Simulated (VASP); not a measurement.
SrTl: single point with LDA

SrTl:

```
Sr Tl
1.0
     3.51940    0.00000    0.00000
     0.00000    3.51940    0.00000
     0.00000    0.00000    3.51940
Sr Tl
1 1
Direct
  0.00000 0.00000 0.00000
  0.50000 0.50000 0.50000
```

This cell differs from its parent crystal: volume scaled by 0.65.

```json
{
 "Program": "VASP 6.6.1",
 "Task": "single point",
 "Functional": "LDA",
 "Potentials or basis": "VASP PAW LDA potentials, release 64 (Sr_sv, Tl_d)",
 "Cutoff": "520 eV",
 "k mesh": "9 × 9 × 9",
 "Occupations": "fermi-dirac, width 0.05 eV",
 "Spin": "no spin polarisation"
}
```

```yaml
Pressure: 28.5 GPa
```

Levels at points of the mesh, in eV from the Fermi level:
| k point | band 8 | band 9 | band 10 | band 11 | band 12 | band 13 | band 14 | band 15 |
| --- | --- | --- | --- | --- | --- | --- | --- | --- |
| (0.00, 0.00, 0.00) | -11.93 | -11.93 | -9.66 | 0.86 | 0.86 | 4.31 | 4.31 | 4.31 |

Run time: 17 s on 1 thread of Intel(R) Xeon(R) Platinum 8259CL CPU @ 2.50GHz (Skylake/Cascade Lake), with other jobs on the host, peak memory 0.16 GiB.

Caveat: spin-orbit coupling is left out, which moves the levels of the heavy elements.
